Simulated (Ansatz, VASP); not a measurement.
## Two plane-wave programs on Ru

```
Ru
1.0
     2.70393    0.00000    0.00000
    -1.35197    2.34168    0.00000
     0.00000    0.00000    4.26708
Ru
2
Direct
  0.33333 0.66667 0.25000
  0.66667 0.33333 0.75000
```

Alike in both runs: functional r2SCAN; k mesh 15 × 15 × 8; occupations gaussian, width 0.1 eV; no spin polarisation.

Ansatz relaxed the structure, and its values are those at the end. VASP's run is a single point on that final structure, the one shown.

```csv
,VASP,Ansatz
version,VASP 6.6.1,Ansatz 0.2.0
potentials or method,"VASP PAW PBE potentials, release 64 (Ru_sv), cutoff 660 eV","scalar-relativistic, plane waves, PAW"
valence electrons in the cell,32,32
```

```tsv
	VASP	Ansatz	Ansatz less VASP
gap on the k mesh at the Fermi level (eV)	none	none	-
pressure (GPa)	-0.3	0.0	+0.34
```

VASP's potentials were made for PBE, not for r2SCAN. A gap of «none» marks a metal or a gap that the smearing closes. With one functional, cell and mesh, what is left measures potentials, basis and numerics.
